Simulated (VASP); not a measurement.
The system is Rb.

```
Rb
1.0
    -2.80250    2.80250    2.80250
     2.80250   -2.80250    2.80250
     2.80250    2.80250   -2.80250
Rb
1
Direct
  0.00000 0.00000 0.00000
```

```yaml
Program: VASP 6.6.1
Task: relaxation of volume and atoms at fixed shape
Functional: LDA
Potentials_or_basis: VASP PAW LDA potentials, release 64 (Rb_sv)
Cutoff: 600 eV
k_mesh: 6 × 6 × 6
Occupations: gaussian, width 0.1 eV
Spin: no spin polarisation
```

At the start: pressure -0.3 GPa; volume 88.04 Å³/atom.

Task: How do energy, volume and symmetry change on relaxing?

Result: Over 4 steps the energy falls by 11.3 meV/atom and the volume is 78.09 Å³/atom (-11.3 %); space group Im-3m (No. 229, to 0.05 Å).

The path:
| step | energy change (eV) | largest force (eV/Å) | pressure (GPa) | volume (Å³) |
| --- | --- | --- | --- | --- |
| 1 | 0.0000 | 0.0000 | -0.33 | 88.04 |
| 2 | -0.0044 | 0.0000 | -0.27 | 85.73 |
| 3 | -0.0107 | 0.0000 | -0.08 | 80.26 |
| 4 | -0.0113 | 0.0000 | 0.00 | 78.09 |

Final structure:
```xyz
1
Lattice="-2.6926 2.6926 2.6926 2.6926 -2.6926 2.6926 2.6926 2.6926 -2.6926" Properties=species:S:1:pos:R:3 pbc="T T T"
Rb    0.0000    5.3852    0.0000
```

Caveat: the volume moved by -11 % from the deposited cell, more than functionals usually miss.
